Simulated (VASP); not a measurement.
Input of a VASP 6.6.1 run:

Contents of INCAR:

```
ALGO     = Normal         # electronic algorithm
EDIFF    = 1E-6           # SCF threshold, eV
ENCUT    = 500            # plane-wave cutoff, eV
GGA      = PE             # functional
GGA_COMPAT= F            
ISIF     = 2              # what is computed and relaxed
ISMEAR   = 0              # smearing method
LASPH    = T              # aspherical terms in the spheres
LCHARG   = F              # write CHGCAR
LREAL    = F              # projectors in reciprocal space
LWAVE    = F              # write WAVECAR
NBANDS   = 19             # bands
NELM     = 120            # most SCF steps
PREC     = Accurate       # precision mode
SIGMA    = 0.022          # smearing width, eV
```

KPOINTS

```
k-points
0
Gamma
  10 10 6
```

Contents of POSCAR:

```
Ti
1.0
    2.9500000000      0.0000000000      0.0000000000
   -1.4750000000      2.5547749412      0.0000000000
    0.0000000000      0.0000000000      4.6800000000
Ti
2
Direct
    0.6666666667      0.3333333333      0.7500000000
    0.3333333333      0.6666666667      0.2500000000
```

Potentials or basis: VASP PAW PBE potentials, release 64 (Ti_sv).

Run with:

```bash
$ cat potpaw_PBE.64/Ti_sv/POTCAR > POTCAR
$ mpirun -np 1 vasp_std > vasp.out
```

Predict the band gap on the k mesh.

zero (band 12 reaches 8.94 eV, above the bottom of band 13 at 7.94 eV).

Predict the pressure.

-1.7 GPa.

Stress tensor (GPa, compression positive):
```
-1.61  0.00  0.00
 0.00 -1.61  0.00
 0.00  0.00 -1.88
```
